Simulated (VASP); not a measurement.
Runs of VASP 6.6.1 on TaN. The structure is that of space group I4/mmm (No. 139), or close to it. The cells are those of the table. 

```tsv
cell	gap on the mesh (eV)	pressure (GPa)
a = 3.083, b = 3.083, c = 3.159 Å, angles 59.2, 59.2, 61.6°, 2 atoms	none	8.6
a = 3.006, b = 3.006, c = 3.082 Å, angles 59.2, 59.2, 61.7°, 2 atoms	none	41.0
a = 3.085, b = 3.085, c = 2.927 Å, angles 61.7, 61.7, 56.6°, 2 atoms	none	49.8
a = 3.045, b = 3.045, c = 3.159 Å, angles 58.8, 58.8, 62.5°, 2 atoms	none	(a)
```

Alike in all rows: task single point; level PBE; potentials or basis VASP PAW PBE potentials, release 64 (Ta_pv, N); no spin polarisation; k mesh 18 × 18 × 18; cutoff (eV) 520; smearing gaussian 0.15 eV.

Q: Fill in the values left out.

A: (a) 21.8.

Caveats: the cell stands under pressure; spin-orbit coupling is left out, which moves the levels of the heavy elements.

A k mesh can miss the band edges, and the runs leave out spin-orbit coupling on Ta.

A gap of «none» marks levels without a gap at the run's occupations.
